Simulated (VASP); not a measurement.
# BaTiO3 (R3m) in VASP: further runs

BaTiO3 is run at these levels: PBE+U; tasks: single point.

Program: VASP 6.6.1. These are calculated values, not measurements. Logs are shortened: lines on timing, memory, paths and dates and some standing lists are left out, and cuts for length are marked.

## Step 1: The cell of the first run

Symmetry: R3m, No. 160, trigonal system. The conventional cell has a = 5.892 Å, b = 5.892 Å, c = 6.933 Å, α = 90.00°, β = 90.00°, γ = 120.00°. Ba (site symmetry 3m) has 12 O at 2.80 to 2.95 Å and 8 Ti at 3.40 to 3.62 Å within 3.7 Å. Ti (site symmetry 3m) has 6 O at 1.94 to 2.18 Å within 2.6 Å. Within 2.6 Å of O (site symmetry m) lie 2 Ti at 1.94 to 2.18 Å.

## Step 2: Single point, PBE+U (strain +0.030 along x and y, -0.015 along z)

INCAR

```
SYSTEM = BaTiO3
PREC = Accurate
ENCUT = 520
EDIFF = 1E-6
ISMEAR = 0
SIGMA = 0.05
LREAL = .FALSE.
LASPH = .TRUE.
NELM = 150
ALGO = Normal
ISIF = 2
LWAVE = .FALSE.
LCHARG = .FALSE.
LMAXMIX = 4
LDAU = .TRUE.
LDAUTYPE = 2
LDAUL = -1 2 -1
LDAUU = 0 4 0
LDAUJ = 0 0 0
LDAUPRINT = 1
GGA = PE
NBANDS = 28
```

KPOINTS

```
regular mesh
0
G
  6 6 6
  0 0 0
```

POSCAR

```
BaTiO3
1.0
    2.9461832477      1.7009796911      2.3108627746
   -2.9461832477      1.7009796911      2.3108627746
    0.0000000000     -3.4019593823      2.3108627746
Ba Ti O
1 1 3
Direct
    0.0026800181      0.0026800181      0.0026800181
    0.5127992509      0.5127992509      0.5127992509
    0.4903227049      0.4903227049      0.9825753212
    0.4903227049      0.9825753212      0.4903227049
    0.9825753212      0.4903227049      0.4903227049
```

Potentials or basis: VASP PAW PBE potentials, release 64 (Ba_sv, Ti_sv, O).

On the command line:

```
> cat potpaw_PBE.64/Ba_sv/POTCAR potpaw_PBE.64/Ti_sv/POTCAR potpaw_PBE.64/O/POTCAR > POTCAR
> mpirun -np 1 vasp_std > vasp.out
```

OUTCAR:

```text
SYSTEM = BaTiO3
   PREC = Accurate
   ENCUT = 520
   EDIFF = 1E-6
   ISMEAR = 0
   LREAL = .FALSE.
   LASPH = .TRUE.
   NELM = 150
   ISIF = 2
   GGA = PE

 ion  position               nearest neighbor table
   1  0.003  0.003  0.003-   3 2.80   4 2.80   5 2.80   3 2.94   4 2.94   5 2.94   5 2.95   4 2.95
                             5 2.95   4 2.95   3 2.95   3 2.95   2 3.40   2 3.54   2 3.57   2 3.57
   2  0.513  0.513  0.513-   4 1.94   5 1.94   3 1.94   4 2.18   5 2.18   3 2.18   1 3.40   1 3.54
                             1 3.57   1 3.57   1 3.57   1 3.62   1 3.62   1 3.62
   3  0.490  0.490  0.983-   2 1.94   2 2.18   1 2.80   1 2.94   1 2.95   1 2.95
   4  0.490  0.983  0.490-   2 1.94   2 2.18   1 2.80   1 2.94   1 2.95   1 2.95
   5  0.983  0.490  0.490-   2 1.94   2 2.18   1 2.80   1 2.94   1 2.95   1 2.95

  LATTYP: Found a trigonal (rhomboedric) cell.
 ALAT       =     4.1125921755
 COS(alpha) =    -0.0264037199

  Lattice vectors:

 A1 = (   2.9461832477,   1.7009796911,   2.3108627746)
 A2 = (  -2.9461832477,   1.7009796911,   2.3108627746)
 A3 = (   0.0000000000,  -3.4019593823,   2.3108627746)

Analysis of symmetry for initial positions (statically):
=====================================================================
 Subroutine PRICEL returns:
 Original cell was already a primitive cell.

 Routine SETGRP: Setting up the symmetry group for a
 trigonal (rhombohedral) supercell.

 Subroutine GETGRP returns: Found  6 space group operations
 (whereof  6 operations were pure point group operations)
 out of a pool of 12 trial point group operations.

The static configuration has the point symmetry C_3v.

Analysis of symmetry for dynamics (positions and initial velocities):
=====================================================================
 Subroutine PRICEL returns:
 Original cell was already a primitive cell.

 Routine SETGRP: Setting up the symmetry group for a
 trigonal (rhombohedral) supercell.

 Subroutine GETGRP returns: Found  6 space group operations
[... 162 lines left out ...]
  0.0000  0.0594 -0.0000 -0.0000  0.1565

spin component  2

  0.1565 -0.0000 -0.0000  0.0594  0.0000
 -0.0000  0.1800 -0.0000  0.0000  0.0594
 -0.0000 -0.0000  0.1081 -0.0000 -0.0000
  0.0594  0.0000 -0.0000  0.1800 -0.0000
  0.0000  0.0594 -0.0000 -0.0000  0.1565

 occupancies and eigenvectors

  o =  0.1077  v =  0.0000 -0.6347 -0.0000  0.0000  0.7727  0.0000  0.0000  0.0000  0.0000  0.0000      0.0000  0.0000  0.0000  0.0000  0.0000  0.0000  0.0000  0.0000  0.0000  0.0000
  o =  0.1077  v =  0.0000  0.0000  0.0000  0.0000  0.0000  0.0000 -0.6347 -0.0000  0.0000  0.7727      0.0000  0.0000  0.0000  0.0000  0.0000  0.0000  0.0000  0.0000  0.0000  0.0000
  o =  0.1077  v =  0.0000  0.0000  0.0000  0.0000  0.0000 -0.7727  0.0000 -0.0000  0.6347  0.0000      0.0000  0.0000  0.0000  0.0000  0.0000  0.0000  0.0000  0.0000  0.0000  0.0000
  o =  0.1077  v = -0.7727  0.0000 -0.0000  0.6347  0.0000  0.0000  0.0000  0.0000  0.0000  0.0000      0.0000  0.0000  0.0000  0.0000  0.0000  0.0000  0.0000  0.0000  0.0000  0.0000
  o =  0.1081  v =  0.0000  0.0000 -1.0000  0.0000 -0.0000  0.0000  0.0000  0.0000  0.0000  0.0000      0.0000  0.0000  0.0000  0.0000  0.0000  0.0000  0.0000  0.0000  0.0000  0.0000
  o =  0.1081  v =  0.0000  0.0000  0.0000  0.0000  0.0000  0.0000  0.0000 -1.0000  0.0000 -0.0000      0.0000  0.0000  0.0000  0.0000  0.0000  0.0000  0.0000  0.0000  0.0000  0.0000
  o =  0.2288  v =  0.6347  0.0000 -0.0000  0.7727  0.0000  0.0000  0.0000  0.0000  0.0000  0.0000      0.0000  0.0000  0.0000  0.0000  0.0000  0.0000  0.0000  0.0000  0.0000  0.0000
  o =  0.2288  v =  0.0000  0.0000  0.0000  0.0000  0.0000  0.6347  0.0000 -0.0000  0.7727  0.0000      0.0000  0.0000  0.0000  0.0000  0.0000  0.0000  0.0000  0.0000  0.0000  0.0000
  o =  0.2288  v =  0.0000 -0.7727  0.0000  0.0000 -0.6347  0.0000  0.0000  0.0000  0.0000  0.0000      0.0000  0.0000  0.0000  0.0000  0.0000  0.0000  0.0000  0.0000  0.0000  0.0000
  o =  0.2288  v =  0.0000  0.0000  0.0000  0.0000  0.0000  0.0000 -0.7727  0.0000  0.0000 -0.6347      0.0000  0.0000  0.0000  0.0000  0.0000  0.0000  0.0000  0.0000  0.0000  0.0000

 number of electron      39.9999998 magnetization

 Free energy of the ion-electron system (eV)
  ---------------------------------------------------
  ext. energy  EPLUGINS =         0.00000000
  ---------------------------------------------------
  free energy    TOTEN  =       -37.24989315 eV

  energy without entropy =      -37.24989315  energy(sigma->0) =      -37.24989315

 E-fermi :   3.6744     XC(G=0): -10.8361

 val. band max:        3.3795575828   @ k =   0.5000   0.5000   0.5000
 cond. band min:       5.7753014021   @ k =   0.0000   0.0000   0.0000
 fundamental gap:      2.3957438193
 Fermi energy:         3.6744313070

 k-point     1 :       0.0000    0.0000    0.0000
  band No.  band energies     occupation
      1     -54.4966      2.00000
      2     -30.6858      2.00000
      3     -30.6284      2.00000
      4     -30.6284      2.00000
      5     -21.6880      2.00000
      6     -13.3863      2.00000
[... 733 lines left out ...]
     27      11.1062      0.00000
     28      11.4438      0.00000

 [... further k-points ...]

------------------------ aborting loop because EDIFF is reached ----------------------------------------

  FORCE on cell =-STRESS in cart. coord.  units (eV):
  Direction    XX          YY          ZZ          XY          YZ          ZX
  --------------------------------------------------------------------------------------
  -------------------------------------------------------------------------------------
  Total       -2.8251737     -2.8251737      1.1931362      0.0000000     -0.0000000     -0.0000000
  in kB      -65.1435545    -65.1435545     27.5116291      0.0000000     -0.0000000     -0.0000000
  external PRESSURE =     -34.2584933 kB  Pullay stress =       0.0000000 kB

 VOLUME and BASIS-vectors are now :
 -----------------------------------------------------------------------------
  energy-cutoff  :      520.00
  volume of cell :       69.48
      direct lattice vectors                 reciprocal lattice vectors
     2.946183248  1.700979691  2.310862775     0.169711100  0.097982749  0.144246269
    -2.946183248  1.700979691  2.310862775    -0.169711100  0.097982749  0.144246269
     0.000000000 -3.401959382  2.310862775     0.000000000 -0.195965499  0.144246269

 POSITION                                       TOTAL-FORCE (eV/Angst)
 -----------------------------------------------------------------------------------
      0.00000     -0.00000      0.01858        -0.000000      0.000000     -0.020333
      0.00000     -0.00000      3.55503        -0.000000      0.000000     -0.266064
      0.00000     -1.67462      4.53673        -0.000000      0.038304      0.095466
     -1.45027      0.83731      4.53673         0.033172     -0.019152      0.095466
      1.45027      0.83731      4.53673        -0.033172     -0.019152      0.095466
 -----------------------------------------------------------------------------------
    total drift:                                0.000000     -0.000001      0.000172

  FREE ENERGIE OF THE ION-ELECTRON SYSTEM (eV)
  ---------------------------------------------------
  free  energy   TOTEN  =       -37.2498931549 eV

  energy  without entropy=      -37.2498931549  energy(sigma->0) =      -37.24989315
```

OSZICAR:

```text
N       E                     dE             d eps       ncg     rms          rms(c)
DAV:   1     0.437234821386E+03    0.43723E+03   -0.20812E+04  1792   0.152E+03
DAV:   2    -0.289367719928E+01   -0.44013E+03   -0.41987E+03  2036   0.426E+02
DAV:   3    -0.471476538006E+02   -0.44254E+02   -0.43883E+02  2484   0.133E+02
DAV:   4    -0.493037878922E+02   -0.21561E+01   -0.21512E+01  2756   0.252E+01
DAV:   5    -0.493797412379E+02   -0.75953E-01   -0.75942E-01  2416   0.347E+00    0.223E+01
DAV:   6    -0.372182638780E+02    0.12161E+02   -0.60359E+01  2780   0.655E+01    0.893E+00
DAV:   7    -0.373477249472E+02   -0.12946E+00   -0.85032E+00  2468   0.177E+01    0.535E+00
DAV:   8    -0.372456488825E+02    0.10208E+00   -0.11966E+00  2220   0.930E+00    0.235E+00
DAV:   9    -0.372620936187E+02   -0.16445E-01   -0.21240E-01  2152   0.309E+00    0.114E+00
DAV:  10    -0.372611260796E+02    0.96754E-03   -0.10380E-01  2248   0.205E+00    0.876E-01
DAV:  11    -0.372528790577E+02    0.82470E-02   -0.82156E-02  2484   0.237E+00    0.421E-01
DAV:  12    -0.372505526907E+02    0.23264E-02   -0.47378E-03  2208   0.631E-01    0.205E-01
DAV:  13    -0.372500307257E+02    0.52196E-03   -0.62824E-03  2500   0.526E-01    0.109E-01
DAV:  14    -0.372499106485E+02    0.12008E-03   -0.62427E-04  2160   0.178E-01    0.555E-02
DAV:  15    -0.372499068393E+02    0.38091E-05   -0.27914E-05  2104   0.409E-02    0.417E-02
DAV:  16    -0.372498960729E+02    0.10766E-04   -0.26512E-05  2212   0.319E-02    0.170E-02
DAV:  17    -0.372498931124E+02    0.29604E-05   -0.20186E-05  2080   0.241E-02    0.478E-03
DAV:  18    -0.372498931549E+02   -0.42447E-07   -0.10296E-06  1244   0.651E-03
   1 F= -.37249893E+02 E0= -.37249893E+02  d E =-.102587E-18
```

stdout:

```text
POSCAR found type information on POSCAR BaTiO
 POSCAR found :  3 types and       5 ions
 scaLAPACK will be used
 LDA part: xc-table for (Slater+PW92), standard interpolation
 POSCAR, INCAR and KPOINTS ok, starting setup
 FFT: planning ... GRIDC
 FFT: planning ... GRID_SOFT
 FFT: planning ... GRID
 WAVECAR not read
 entering main loop
```

Run time: 26 s. Hardware: 1 thread of Intel Xeon 6975P-C (Granite Rapids), shared host; peak memory 0.21 GiB.

What came out:

| Property | Result |
| --- | --- |
| Free energy | -37.2499 eV |
| Pressure | -3.4 GPa |
| Largest force | 0.266 eV/Å |
| Band gap on the k mesh | 2.40 eV (least direct gap 2.79 eV) |

Forces on the atoms (eV/Å):
```
Ba   0.000  0.000 -0.020
Ti   0.000  0.000 -0.266
O    0.000  0.038  0.095
O    0.033 -0.019  0.095
O   -0.033 -0.019  0.095
```

Eigenvalues of the final occupation matrices:
| site | spin | trace | eigenvalues |
| --- | --- | --- | --- |
| site 2 d | 1 | 0.78 | 0.11 0.11 0.11 0.23 0.23 |
| site 2 d | 2 | 0.78 | 0.11 0.11 0.11 0.23 0.23 |

Caveat: the cell differs from its parent crystal (strain +0.030 along x and y, -0.015 along z); the stress differs along the axes, from -7 to 3 GPa; spin-orbit coupling is left out, which moves the levels of the heavy elements. A k mesh can miss the band edges.

[end of part 1 of 3]
